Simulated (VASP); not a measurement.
Input of a VASP 6.6.1 run:

File POSCAR:

```
Si2W
1.0
   -1.5788329896      1.5788329896      3.8522923777
    1.5788329896     -1.5788329896      3.8522923777
    1.5788329896      1.5788329896     -3.8522923777
Si W
2 1
Direct
    0.3340521188      0.3340521188      0.0000000000
    0.6659478812      0.6659478812      0.0000000000
    0.0000000000      0.0000000000      0.0000000000
```

File INCAR.step1:

```
SYSTEM = Si2W
PREC = Accurate
ENCUT = 520
ISMEAR = 0
SIGMA = 0.1
LREAL = .False.
LASPH = .True.
NELM = 60
NBANDS = 18
GGA = PE
ALGO = Normal
EDIFF = 1E-4
LWAVE = .True.
LCHARG = .False.
```

INCAR.step2

```
SYSTEM = Si2W
PREC = Accurate
ENCUT = 520
EDIFF = 1E-6
ISMEAR = 0
SIGMA = 0.1
LREAL = .False.
LASPH = .True.
NELM = 60
ALGO = Normal
ISIF = 2
LWAVE = .False.
LCHARG = .True.
METAGGA = R2SCAN
LMIXTAU = .True.
LELF = .True.
LVHAR = .True.
NBANDS = 18
ISTART = 1
```

File KPOINTS:

```
Automatic mesh
0
Gamma
  18 18 18
  0 0 0
```

Potentials or basis: VASP PAW PBE potentials, release 64 (Si, W_sv).

Run with:

```console
$ cat potpaw_PBE.64/Si/POTCAR potpaw_PBE.64/W_sv/POTCAR > POTCAR
$ cp INCAR.step1 INCAR
$ mpirun -np 1 vasp_std > vasp.out
$ cp INCAR.step2 INCAR
$ mpirun -np 1 vasp_std > vasp.out
```

(1) What does it give for the largest force?

(2) Predict the pressure.

(3) Estimate the band gap on the k mesh.

Answers

(1) 0.011 eV/Å.

(2) 12.3 GPa.

(3) zero (bands 11 and 12 overlap by 1.43 eV).

Caveat: the cell stands under pressure; the PAW data sets were made with another functional, which shifts forces and pressure a little; spin-orbit coupling is left out, which moves the levels of the heavy elements.
